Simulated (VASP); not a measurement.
# Pt (Fm-3m) in VASP: notebook, part 2 of 2

VASP 6.6.1. The steps go on from the part before.

## Step 3: Single point, PBE (volume scaled by 0.96)

INCAR reads:

```
SYSTEM = Pt
  ALGO = Normal
  EDIFF = 1E-7
  ENCUT = 520
  GGA = PE
  ISIF = 2
  ISMEAR = -1
  LASPH = .True.
  LCHARG = .False.
  LREAL = .False.
  LWAVE = .False.
  NBANDS = 11
  NELM = 80
  PREC = Accurate
  SIGMA = 0.1
```

KPOINTS reads:

```
k-points
0
Gamma
  22 22 22
  0 0 0
```

POSCAR reads:

```
Pt
1.0
    0.0000000000      1.9589405413      1.9589405413
    1.9589405413      0.0000000000      1.9589405413
    1.9589405413      1.9589405413      0.0000000000
Pt
1
Direct
    0.0000000000      0.0000000000      0.0000000000
```

Potentials or basis: VASP PAW PBE potentials, release 64 (Pt).

Started as:

```sh
$ cat potpaw_PBE.64/Pt/POTCAR > POTCAR
$ mpirun -np 1 vasp_std > vasp.out
```

OUTCAR:

```text
SYSTEM = Pt
   EDIFF = 1E-7
   ENCUT = 520
   GGA = PE
   ISIF = 2
   ISMEAR = -1
   LASPH = .True.
   LREAL = .False.
   NELM = 80
   PREC = Accurate

 ion  position               nearest neighbor table
   1  0.000  0.000  0.000-

  LATTYP: Found a face centered cubic cell.
 ALAT       =     3.9178810826

  Lattice vectors:

 A1 = (   0.0000000000,   1.9589405413,   1.9589405413)
 A2 = (   1.9589405413,   0.0000000000,   1.9589405413)
 A3 = (   1.9589405413,   1.9589405413,   0.0000000000)

Analysis of symmetry for initial positions (statically):
=====================================================================
 Subroutine PRICEL returns:
 Original cell was already a primitive cell.

 Routine SETGRP: Setting up the symmetry group for a
 face centered cubic supercell.

 Subroutine GETGRP returns: Found 48 space group operations
 (whereof 48 operations were pure point group operations)
 out of a pool of 48 trial point group operations.

The static configuration has the point symmetry O_h .

Analysis of symmetry for dynamics (positions and initial velocities):
=====================================================================
 Subroutine PRICEL returns:
 Original cell was already a primitive cell.

 Routine SETGRP: Setting up the symmetry group for a
 face centered cubic supercell.

 Subroutine GETGRP returns: Found 48 space group operations
 (whereof 48 operations were pure point group operations)
 out of a pool of 48 trial point group operations.

The dynamic configuration has the point symmetry O_h .

 Subroutine INISYM returns: Found 48 space group operations
 (whereof 48 operations are pure point group operations),
 and found     1 'primitive' translations

----------------------------------------------------------------------------------------

                                     Primitive cell

  volume of cell :      15.0347

[... 106 lines left out ...]
     AMIX_MAG =   1.60;   BMIX_MAG =  1.00
  volume/ion in A,a.u.               =      15.03       101.46
  Fermi-wavevector in a.u.,A,eV,Ry     =   1.429037  2.700489 27.785107  2.042148
  Thomas-Fermi vector in A             =   2.549034
   LORBIT       =      0    0 simple, 1 ext, 2 COOP (PROOUT), +10 PAW based schemes
   GGA     = PE    functional components
   LHFCALC =     F    Hartree Fock is set to
   AEXX    =    0.0000 exact exchange contribution
   IVDW    =     0    specifies the selected vdW correction
   LEPSILON=     F    determine dielectric tensor
   LRPA    =     F    only Hartree local field effects (RPA)
 non-spin polarized calculation
  energy-cutoff  :      520.00
  volume of cell :       15.03
 maximum number of plane-waves:       419
 NGX is ok and might be reduce to    24
   NGX = 11   NGY = 11   NGZ = 11

 number of electron      10.0000000 magnetization

 Free energy of the ion-electron system (eV)
  ---------------------------------------------------
  ext. energy  EPLUGINS =         0.00000000
  ---------------------------------------------------
  free energy    TOTEN  =        -6.10972814 eV

  energy without entropy =       -6.05641300  energy(sigma->0) =       -6.08307057

 E-fermi :  11.3339     XC(G=0): -13.5089

 val. band max:       11.3336699054   @ k =  -0.3636   0.4091   0.0455
 cond. band min:      11.3376424025   @ k =   0.4091   0.0909   0.0000
 fundamental gap:      0.0039724971
 Fermi energy:        11.3339131279

 k-point     1 :       0.0000    0.0000    0.0000
  band No.  band energies     occupation
      1       1.0732      2.00000
      2       7.5194      2.00000
      3       7.5194      2.00000
      4       7.5194      2.00000
      5       9.6853      2.00000
      6       9.6853      2.00000
      7      25.9558      0.00000
      8      30.9390      0.00000
      9      30.9390      0.00000
     10      30.9390      0.00000
     11      36.2937      0.00000
[... 309 lines left out ...]
 k-point    24 :      -0.4545    0.0455    0.0000
  band No.  band energies     occupation
      1       4.0365      2.00000
      2       7.4129      2.00000
      3       7.5123      2.00000
      4      10.1286      1.99999
      5      11.2670      1.32273
      6      11.9669      0.00356
      7      17.4142      0.00000
      8      25.6861      0.00000
      9      30.0468      0.00000
     10      30.4911      0.00000
     11      39.3900      0.00000

 [... further k-points ...]
[... 5 lines left out ...]
  --------------------------------------------------------------------------------------
  -------------------------------------------------------------------------------------
  Total        1.0127562      1.0127562      1.0127562      0.0000000      0.0000000     -0.0000000
  in kB      107.9249158    107.9249158    107.9249158      0.0000000      0.0000000     -0.0000000
  external PRESSURE =     107.9249158 kB  Pullay stress =       0.0000000 kB

 VOLUME and BASIS-vectors are now :
 -----------------------------------------------------------------------------
  energy-cutoff  :      520.00
  volume of cell :       15.03
      direct lattice vectors                 reciprocal lattice vectors
     0.000000000  1.958940541  1.958940541    -0.255240008  0.255240008  0.255240008
     1.958940541  0.000000000  1.958940541     0.255240008 -0.255240008  0.255240008
     1.958940541  1.958940541  0.000000000     0.255240008  0.255240008 -0.255240008

 POSITION                                       TOTAL-FORCE (eV/Angst)
 -----------------------------------------------------------------------------------
      0.00000      0.00000      0.00000         0.000000      0.000000      0.000000
 -----------------------------------------------------------------------------------
    total drift:                               -0.000000     -0.000000     -0.000000

  FREE ENERGIE OF THE ION-ELECTRON SYSTEM (eV)
  ---------------------------------------------------
  free  energy   TOTEN  =        -6.1097281438 eV

  energy  without entropy=       -6.0564129989  energy(sigma->0) =       -6.08307057
```

OSZICAR:

```text
N       E                     dE             d eps       ncg     rms          rms(c)
DAV:   1     0.396871494623E+02    0.39687E+02   -0.53446E+03  7384   0.841E+02
DAV:   2    -0.589386693965E+01   -0.45581E+02   -0.43699E+02  8231   0.176E+02
DAV:   3    -0.648208877689E+01   -0.58822E+00   -0.58498E+00  8465   0.192E+01
DAV:   4    -0.648432663900E+01   -0.22379E-02   -0.22377E-02  8325   0.139E+00
DAV:   5    -0.648434432007E+01   -0.17681E-04   -0.17681E-04  8484   0.114E-01    0.131E+01
DAV:   6    -0.615260438995E+01    0.33174E+00   -0.74183E-01  7801   0.689E+00    0.695E+00
DAV:   7    -0.611327957775E+01    0.39325E-01   -0.14543E-01  8293   0.297E+00    0.253E+00
DAV:   8    -0.610991503864E+01    0.33645E-02   -0.63206E-03  7897   0.689E-01    0.552E-01
DAV:   9    -0.610972473375E+01    0.19030E-03   -0.14974E-04  8110   0.108E-01    0.444E-02
DAV:  10    -0.610972823928E+01   -0.35055E-05   -0.42334E-06  9245   0.157E-02    0.427E-03
DAV:  11    -0.610972812523E+01    0.11406E-06   -0.33433E-08  6748   0.169E-03    0.104E-03
DAV:  12    -0.610972814376E+01   -0.18535E-07   -0.33170E-09  4301   0.380E-04
   1 F= -.61097281E+01 E0= -.60830706E+01  d E =-.533151E-01
```

Run time: 2 min. Hardware: 1 thread of AMD EPYC 7R13, shared host; peak memory 0.16 GiB.

Results:

```
Free energy            : -6.1097 eV
Pressure               : 10.8 GPa
Band gap on the k mesh : zero (band 5 reaches 11.83 eV, above the bottom of band 6 at 9.58 eV)
```

Levels at points of the mesh, in eV from the Fermi level:
| k point | band 3 | band 4 | band 5 | band 6 | band 7 | band 8 |
| --- | --- | --- | --- | --- | --- | --- |
| (0.00, 0.00, 0.00) | -3.81 | -3.81 | -1.65 | -1.65 | 14.62 | 19.61 |
| (0.50, 0.00, 0.00) | -3.88 | -0.49 | 0.03 | 0.03 | 5.86 | 14.19 |
| (0.50, 0.50, 0.00) | 0.00 | 0.49 | 0.49 | 1.77 | 8.91 | 11.40 |

Caveat: the cell differs from its parent crystal (volume scaled by 0.96); spin-orbit coupling is left out, which moves the levels of the heavy elements.

## Step 4: Single point, PBE

This run uses another cell than the first one, of 15.66 Å³/atom, 1.087 times its volume.

INCAR reads:

```
PREC = Accurate ; ENCUT = 520
EDIFF = 1E-6 ; ISMEAR = -1
SIGMA = 0.1 ; LREAL = F
LASPH = T ; NELM = 100
ALGO = Normal ; ISIF = 2
LWAVE = F ; LCHARG = F
GGA = PE ; NBANDS = 11
```

KPOINTS reads:

```
Automatic mesh
0
Gamma
  22 22 22
```

POSCAR reads:

```
Pt
1.0
    0.0000000000      1.9857786782      1.9857786782
    1.9857786782      0.0000000000      1.9857786782
    1.9857786782      1.9857786782      0.0000000000
Pt
1
Direct
    0.0000000000      0.0000000000      0.0000000000
```

Started as:

```sh
$ cat potpaw_PBE.64/Pt/POTCAR > POTCAR
$ mpirun -np 1 vasp_std > vasp.out
```

Run time: 1.7 min. Hardware: 1 thread of AMD EPYC 7R13, shared host; peak memory 0.16 GiB.

It converged, with:

* Free energy: -6.1296 eV
* Pressure: -0.4 GPa
* Band gap on the k mesh: zero (band 5 reaches 11.01 eV, above the bottom of band 6 at 8.92 eV)

Levels at points of the mesh, in eV from the Fermi level:
```csv
k point,band 2,band 3,band 4,band 5,band 6,band 7,band 8,band 9
"(0.00, 0.00, 0.00)",-3.57,-3.57,-3.57,-1.54,-1.54,14.73,19.48,19.48
"(0.50, 0.00, 0.00)",-3.63,-3.63,-0.33,0.02,0.02,5.55,14.29,18.71
"(0.50, 0.50, 0.00)",-6.24,-0.01,0.45,0.45,1.85,8.47,11.27,11.27
```

Caveat: spin-orbit coupling is left out, which moves the levels of the heavy elements.

## Step 5: Summary

| cell | gap on the mesh (eV) | pressure (GPa) |
| --- | --- | --- |
| a = 2.731 Å, angles 60.0°, 1 atom | none | 25.3 |
| a = 2.770 Å, angles 60.0°, 1 atom | none | 10.8 |
| a = 2.808 Å, angles 60.0°, 1 atom | none | -0.4 |

Alike in all rows: task single point; level PBE; potentials or basis VASP PAW PBE potentials, release 64 (Pt); no spin polarisation; k mesh 22 × 22 × 22; cutoff (eV) 520; smearing fermi-dirac 0.1 eV.

Caveats: spin-orbit coupling is left out, which moves the levels of the heavy elements.

Total energies depend on the potentials used, so only differences within one code and one set of settings carry meaning.
